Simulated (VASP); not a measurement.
Input of a VASP 6.6.1 run:

The input INCAR:

```
SYSTEM = Ag
PREC = Accurate
ENCUT = 520
EDIFF = 1E-7
ISMEAR = 0
SIGMA = 0.1
LREAL = .FALSE.
LASPH = .TRUE.
NELM = 100
ALGO = Fast
ISIF = 2
LWAVE = .FALSE.
LCHARG = .FALSE.
GGA = PS
NBANDS = 12
```

File KPOINTS:

```
regular mesh
0
G
  24 24 24
  0 0 0
```

File POSCAR:

```
Ag
1.0
    0.0000000000      2.0267750667      2.0267750667
    2.0267750667      0.0000000000      2.0267750667
    2.0267750667      2.0267750667      0.0000000000
Ag
1
Direct
    0.5000000000      0.5000000000      0.5000000000
```

Potentials or basis: VASP PAW PBE potentials, release 64 (Ag).

Command:

```console
$ cat potpaw_PBE.64/Ag/POTCAR > POTCAR
$ mpirun -np 1 vasp_std > vasp.out
```

Problem. Predict the pressure.

Solution. -0.3 GPa.

Caveat: the PAW data sets were made with another functional, which shifts forces and pressure a little.
